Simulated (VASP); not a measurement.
A run of VASP 6.6.1:

File POSCAR:

```
CdSe
1.0
    4.3407236659      0.0000000000      0.0000000000
   -2.1703618329      3.7591769655      0.0000000000
    0.0000000000      0.0000000000      7.0766459782
Cd Se
2 2
Direct
    0.3333333333      0.6666666667     -0.0004760038
    0.6666666667      0.3333333333      0.4995239962
    0.3333333333      0.6666666667      0.3754760038
    0.6666666667      0.3333333333      0.8754760038
```

File INCAR.step1:

```
SYSTEM = CdSe
PREC = Accurate
ENCUT = 520
ISMEAR = -1
SIGMA = 0.02
LREAL = .FALSE.
LASPH = .TRUE.
NELM = 100
NBANDS = 26
GGA = PE
ALGO = Normal
EDIFF = 1E-4
LWAVE = .TRUE.
LCHARG = .FALSE.
```

Contents of INCAR.step2:

```
SYSTEM = CdSe
PREC = Accurate
ENCUT = 520
EDIFF = 1E-7
ISMEAR = -1
SIGMA = 0.02
LREAL = .FALSE.
LASPH = .TRUE.
NELM = 100
ALGO = Normal
ISIF = 2
LWAVE = .FALSE.
LCHARG = .TRUE.
METAGGA = R2SCAN
LMIXTAU = .TRUE.
LELF = .TRUE.
LVHAR = .TRUE.
NBANDS = 26
ISTART = 1
```

The input KPOINTS:

```
regular mesh
0
G
  6 6 4
  0 0 0
```

Potentials or basis: VASP PAW PBE potentials, release 64 (Cd, Se).

The run is started by

```bash
$ cat potpaw_PBE.64/Cd/POTCAR potpaw_PBE.64/Se/POTCAR > POTCAR
$ cp INCAR.step1 INCAR
$ mpirun -np 1 vasp_std > vasp.out
$ cp INCAR.step2 INCAR
$ mpirun -np 1 vasp_std > vasp.out
```

Hardware: 1 thread of Intel(R) Xeon(R) Platinum 8259CL CPU @ 2.50GHz (Skylake/Cascade Lake), on a shared host.

Problem. How long does it take, and how much memory?

Solution. It took 3.3 min on 1 thread of Intel(R) Xeon(R) Platinum 8259CL CPU @ 2.50GHz (Skylake/Cascade Lake), on a shared host, peak memory 0.26 GiB. Counts: k points 21.
